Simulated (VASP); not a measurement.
The system is AlN.

```
CELL_PARAMETERS angstrom
3.11300 0.00000 0.00000
-1.55650 2.69594 0.00000
0.00000 0.00000 4.98100
ATOMIC_POSITIONS crystal
Al 0.33333 0.66667 0.00000
Al 0.66667 0.33333 0.50000
N 0.33333 0.66667 0.38000
N 0.66667 0.33333 0.88000
```

Program: VASP 6.6.1. Alike in all runs: task single point; no spin polarisation; cell as given; k mesh 7 × 7 × 4; cutoff (eV) 600; smearing gaussian 0.01 eV.

Task: Order these runs on this cell by their pressure, lowest first.
A. level BLYP; potentials or basis VASP PAW PBE potentials, release 64 (Al, N)
B. level LDA; potentials or basis VASP PAW LDA potentials, release 64 (Al, N)
C. level PBE; potentials or basis VASP PAW PBE potentials, release 64 (Al, N)
D. level PBEsol; potentials or basis VASP PAW PBE potentials, release 64 (Al, N)

Result: B (-4.2 GPa), D (0.0 GPa), C (3.3 GPa), A (6.9 GPa).

Caveats: the cell stands under pressure (at least some runs); the PAW data sets were made with another functional, which shifts forces and pressure a little (at least some runs); the cell stands under tension (at least some runs).
